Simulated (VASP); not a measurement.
Set up this calculation in VASP 6.6.1, as the native input.

- Task: single point
- Functional: LDA
- Potentials or basis: VASP PAW LDA potentials, release 64 (Hf_pv)
- Cutoff: 520 eV
- k mesh: 12 × 8 × 1
- Occupations: fermi-dirac, width 0.05 eV
- Spin: no spin polarisation
- Dipole correction: yes
- Further INCAR settings: ALGO = Normal; EDIFF = 1e-06; NBANDS = 39

The structure of Hf lies in POSCAR:

```
Hf
1.0
    3.1190139511      0.0000000000      0.0000000000
    0.0000000000      4.9418267784      0.0000000000
    0.0000000000      0.0000000000     22.3027000000
Hf
6
Direct
    0.7500000000      0.7500000000      0.3631551490
    0.2500000000      0.2500000000      0.4027212930
    0.2500000000      0.7500000000      0.4773402291
    0.7500000000      0.2500000000      0.5226597711
    0.7500000000      0.7500000000      0.5972787119
    0.2500000000      0.2500000000      0.6368448459
```

These files were run (other wordings do the same):

INCAR

```
  PREC = Accurate
  ENCUT = 520
  EDIFF = 1E-6
  ISMEAR = -1
  SIGMA = 0.05
  LREAL = F
  LASPH = T
  NELM = 100
  ALGO = Normal
  ISIF = 2
  LWAVE = F
  LCHARG = F
  LDIPOL = T
  IDIPOL = 3
  DIPOL = 0.5 0.5 0.500
  NBANDS = 39
```

KPOINTS

```
Automatic mesh
0
Gamma
  12 8 1
```

Potentials or basis: VASP PAW LDA potentials, release 64 (Hf_pv).

Run with:

```console
$ cat potpaw_LDA.64/Hf_pv/POTCAR > POTCAR
$ mpirun -np 1 vasp_std > vasp.out
```

Results of the run:

* Largest force: 0.020 eV/Å
* Band gap on the k mesh: zero (bands 30 and 31 overlap by 0.49 eV)

Caveat: spin-orbit coupling is left out, which moves the levels of the heavy elements.

Run time: 6.9 min on 1 thread of Intel(R) Xeon(R) 6975P-C (Granite Rapids), with other jobs on the host, peak memory 0.52 GiB.
